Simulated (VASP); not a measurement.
Input of a VASP 6.6.1 run:

File INCAR:

```
SYSTEM = AlGa3P4
PREC = Accurate ; ENCUT = 600
EDIFF = 1E-6 ; ISMEAR = 0
SIGMA = 0.1 ; LREAL = .False.
LASPH = .True. ; NELM = 100
ALGO = Normal ; ISIF = 3
LWAVE = .False. ; LCHARG = .False.
GGA = PE ; IBRION = 2
NSW = 90 ; EDIFFG = -0.04
```

File KPOINTS:

```
Automatic mesh
0
Gamma
  4 4 2
  0 0 0
```

Contents of POSCAR:

```
AlGa3P4
1.0
    3.7687221900      0.0000000000      0.0000000000
    0.0000000000      3.7687221900      0.0000000000
    0.0000000000      0.0000000000     10.6595560600
Al Ga P
1 3 4
Direct
    0.0000000000      0.0000000000      0.0000000000
    0.5000000000      0.5000000000      0.2500000000
    0.0000000000      0.0000000000      0.5000000000
    0.5000000000      0.5000000000      0.7500000000
    0.5000000000      0.0000000000      0.1250000000
    0.0000000000      0.5000000000      0.3750000000
    0.5000000000      0.0000000000      0.6250000000
    0.0000000000      0.5000000000      0.8750000000
```

Potentials or basis: VASP PAW PBE potentials, release 64 (Al, Ga_d, P).

Launch:

```sh
$ cat potpaw_PBE.64/Al/POTCAR potpaw_PBE.64/Ga_d/POTCAR potpaw_PBE.64/P/POTCAR > POTCAR
$ mpirun -np 1 vasp_std > vasp.out
```

Question: Estimate the relaxed cell.

Answer: a = 3.902 Å, b = 3.902 Å, c = 10.959 Å, α = 90.00°, β = 90.00°, γ = 90.00°.

Question: Predict the space group after relaxing (to 0.1 Å).

Answer: P-4m2 (No. 115).

Stress tensor (GPa, compression positive):
```
 0.26  0.00  0.00
 0.00  0.26  0.00
 0.00  0.00 -0.12
```
